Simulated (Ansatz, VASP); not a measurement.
# One calculation of Si3N4, two programs

The input INCAR:

```
SYSTEM = Si3N4
PREC = Accurate
ENCUT = 520
EDIFF = 1E-6
ISMEAR = -1
SIGMA = 0.02
LREAL = .False.
LASPH = .True.
NELM = 60
ALGO = Normal
ISIF = 2
LWAVE = .False.
LCHARG = .False.
GGA = PE
IBRION = 2
NSW = 80
EDIFFG = -0.02
```

KPOINTS

```
Automatic mesh
0
Gamma
  4 4 9
  0 0 0
```

File POSCAR:

```
Si3N4
1.0
    7.5658776543      0.0000000000      0.0000000000
   -3.7829388271      6.5522422505      0.0000000000
    0.0000000000      0.0000000000      2.8938463907
Si N
6 8
Direct
    0.1740483666      0.7679428916      0.2500000000
    0.4061054750      0.1740483666      0.7500000000
    0.2320571084      0.4061054750      0.2500000000
    0.8259516334      0.2320571084      0.7500000000
    0.5938945250      0.8259516334      0.2500000000
    0.7679428916      0.5938945250      0.7500000000
    0.3333333333      0.6666666667      0.2500000000
    0.6666666667      0.3333333333      0.7500000000
    0.3297879503      0.0300001295      0.2500000000
    0.2997878208      0.3297879503      0.7500000000
    0.9699998705      0.2997878208      0.2500000000
    0.6702120497      0.9699998705      0.7500000000
    0.7002121792      0.6702120497      0.2500000000
    0.0300001295      0.7002121792      0.7500000000
```

Input for Ansatz:

```yaml
crystal:
  lattice:
    - [7.5658776543, 0.0, 0.0]
    - [-3.7829388271, 6.5522422505, 0.0]
    - [0.0, 0.0, 2.8938463907]
  atoms:
    - { symbol: Si, position: [0.1740483666, 0.7679428916, 0.25] }
    - { symbol: Si, position: [0.406105475, 0.1740483666, 0.75] }
    - { symbol: Si, position: [0.2320571084, 0.406105475, 0.25] }
    - { symbol: Si, position: [0.8259516334, 0.2320571084, 0.75] }
    - { symbol: Si, position: [0.593894525, 0.8259516334, 0.25] }
    - { symbol: Si, position: [0.7679428916, 0.593894525, 0.75] }
    - { symbol: "N", position: [0.3333333333, 0.6666666667, 0.25] }
    - { symbol: "N", position: [0.6666666667, 0.3333333333, 0.75] }
    - { symbol: "N", position: [0.3297879503, 0.0300001295, 0.25] }
    - { symbol: "N", position: [0.2997878208, 0.3297879503, 0.75] }
    - { symbol: "N", position: [0.9699998705, 0.2997878208, 0.25] }
    - { symbol: "N", position: [0.6702120497, 0.9699998705, 0.75] }
    - { symbol: "N", position: [0.7002121792, 0.6702120497, 0.25] }
    - { symbol: "N", position: [0.0300001295, 0.7002121792, 0.75] }
kpoints:
  mp_grid: { grid: [4, 4, 9] }
scf:
  occupations: { method: fermi_dirac, width: 0.02 }
hamiltonian:
  xc: pbe
  pseudopotentials: { kind: paw }
output:
  forces: true
  stress: true
  populations: true
  efg:
    quadrupole_moments_barn: { "N": 0.02044 }
    contact_densities: true
  write_density: true
  write_potential: true
  elf: true
  volumetric_format: npy
relax:
  f_tol: 0.02
  max_steps: 60
```

Change from the starting cell: volume scaled by 0.98, ions relaxed.

Alike in both runs: task relaxation of the atoms; functional PBE; k mesh 4 × 4 × 9; occupations fermi-dirac, width 0.02 eV; no spin polarisation.

|  | VASP | Ansatz |
| --- | --- | --- |
| version | VASP 6.6.1 | Ansatz 0.2.0 |
| potentials or method | VASP PAW PBE potentials, release 64 (Si, N) | plane-wave PAW, scalar-relativistic |
| plane-wave cutoff (eV) | 520 | 420 |
| valence electrons in the cell | 64 | 64 |

Ansatz gave:

* gap on the k mesh at the Fermi level, each at its own relaxed structure (eV): 4.40

Q: What did VASP give for the same quantities?

A: gap on the k mesh at the Fermi level, each at its own relaxed structure (eV): 4.39.

Ansatz's warnings: stress scf threshold loose.
